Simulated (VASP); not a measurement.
Here is a VASP 6.6.1 calculation.

INCAR

```
SYSTEM = HfN
PREC     = Accurate       ! precision mode
ENCUT    = 520            ! plane-wave cutoff, eV
EDIFF    = 1E-6           ! SCF threshold, eV
ISMEAR   = 0              ! smearing method
SIGMA    = 0.15           ! smearing width, eV
LREAL    = .False.        ! projectors in reciprocal space
LASPH    = .True.         ! aspherical terms in the spheres
NELM     = 80             ! most SCF steps
ALGO     = Normal         ! electronic algorithm
ISIF     = 2              ! what is computed and relaxed
LWAVE    = .False.        ! write WAVECAR
LCHARG   = .False.        ! write CHGCAR
GGA      = PE             ! functional
NBANDS   = 14             ! bands
```

Contents of KPOINTS:

```
regular mesh
0
Gamma
  16 16 16
  0 0 0
```

The input POSCAR:

```
HfN
1.0
    0.0000000000      2.2208341742      2.2738140414
    2.2738140414      0.0000000000      2.2738140414
    2.2738140414      2.2208341742      0.0000000000
Hf N
1 1
Direct
    0.0006695498     -0.0006695498      0.0006695498
    0.4914680798      0.5085319202      0.4914680798
```

Potentials or basis: VASP PAW PBE potentials, release 64 (Hf_pv, N).

Run with:

```sh
$ cat potpaw_PBE.64/Hf_pv/POTCAR potpaw_PBE.64/N/POTCAR > POTCAR
$ mpirun -np 1 vasp_std > vasp.out
```

Question: Predict the pressure.

Answer: 4.8 GPa.

Question: Predict the largest force.

Answer: 0.583 eV/Å.

Forces in eV/Å, atoms in the order of the input:
```
Hf   0.000 -0.583  0.000
N    0.000  0.583  0.000
```

Caveat: the cell differs from its parent crystal (mode 5 frozen in at -0.039 Å, normal strain along y -0.0233).
